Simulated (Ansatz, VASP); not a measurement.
# SiW12 in VASP and in Ansatz

Contents of INCAR:

```
SYSTEM = SiW12
PREC = Accurate
ENCUT = 520
EDIFF = 1E-7
ISMEAR = 0
SIGMA = 0.1
LREAL = .FALSE.
LASPH = .TRUE.
NELM = 60
ALGO = Fast
ISIF = 2
LWAVE = .FALSE.
LCHARG = .FALSE.
LDIPOL = .TRUE.
IDIPOL = 3
DIPOL = 0.5 0.5 0.304
GGA = PE
IVDW = 12
NBANDS = 98
```

The input KPOINTS:

```
regular mesh
0
G
  5 5 1
  0 0 0
```

POSCAR

```
SiW12
1.0
    5.6644156868      0.0000000000      0.0000000000
    0.0000000000      5.6644156868      0.0000000000
    0.0000000000      0.0000000000     21.1500668291
W Si
12 1
Direct
    0.2500000000      0.2500000000      0.1891246979
    0.2500000000      0.7500000000      0.1891246979
    0.7500000000      0.2500000000      0.1891246979
    0.7500000000      0.7500000000      0.1891246979
    0.0000000000      0.0000000000      0.2848852803
    0.0000000000      0.5000000000      0.2848852803
    0.5000000000      0.0000000000      0.2848852803
    0.5000000000      0.5000000000      0.2848852803
    0.2500000000      0.2500000000      0.3806166143
    0.2500000000      0.7500000000      0.3806166143
    0.7500000000      0.2500000000      0.3806166143
    0.7500000000      0.7500000000      0.3806166143
    0.3333333333      0.4166666667      0.5271882552
```

Input for Ansatz:

```yaml
crystal:
  lattice:
    - [5.6644156868, 0.0, 0.0]
    - [0.0, 5.6644156868, 0.0]
    - [0.0, 0.0, 21.1500668291]
  atoms:
    - { symbol: W, position: [0.25, 0.25, 0.1891246979] }
    - { symbol: W, position: [0.25, 0.75, 0.1891246979] }
    - { symbol: W, position: [0.75, 0.25, 0.1891246979] }
    - { symbol: W, position: [0.75, 0.75, 0.1891246979] }
    - { symbol: W, position: [0.0, 0.0, 0.2848852803] }
    - { symbol: W, position: [0.0, 0.5, 0.2848852803] }
    - { symbol: W, position: [0.5, 0.0, 0.2848852803] }
    - { symbol: W, position: [0.5, 0.5, 0.2848852803] }
    - { symbol: W, position: [0.25, 0.25, 0.3806166143] }
    - { symbol: W, position: [0.25, 0.75, 0.3806166143] }
    - { symbol: W, position: [0.75, 0.25, 0.3806166143] }
    - { symbol: W, position: [0.75, 0.75, 0.3806166143] }
    - { symbol: Si, position: [0.3333333333, 0.4166666667, 0.5271882552] }
basis:
  ecutwfc: 420
kpoints:
  mp_grid: { grid: [5, 5, 1] }
hamiltonian:
  xc: pbe
  pseudopotentials: { kind: paw, azcp: { folder: soft_1 } }
  dispersion: d3bj
scf:
  occupations: { method: gaussian, width: 0.1 }
output:
  forces: true
  eigenvalues: true
efield:
  axis: 3
  dipole_correction: true
  ramp_width: 0.04
```

Alike in both runs: task single point; functional PBE; dispersion D3(BJ); k mesh 5 × 5 × 1; occupations gaussian, width 0.1 eV; no spin polarisation.

|  | VASP | Ansatz |
| --- | --- | --- |
| version | VASP 6.6.1 | Ansatz 0.2.0 |
| potentials or method | VASP PAW PBE potentials, release 64 (W_sv, Si), cutoff 520 eV | scalar-relativistic, plane waves, PAW |
| valence electrons in the cell | 172 | 172 |

```csv
,VASP,Ansatz,Ansatz less VASP
gap on the k mesh at the Fermi level (eV),none,none,-
rms of the force components (eV/Å),0.575,0.571,-0.0043
```

Atom by atom the forces differ by 0.015 eV/Å (rms over components). A gap of «none» marks a metal or a gap that the smearing closes.

Spin-orbit coupling is off throughout.
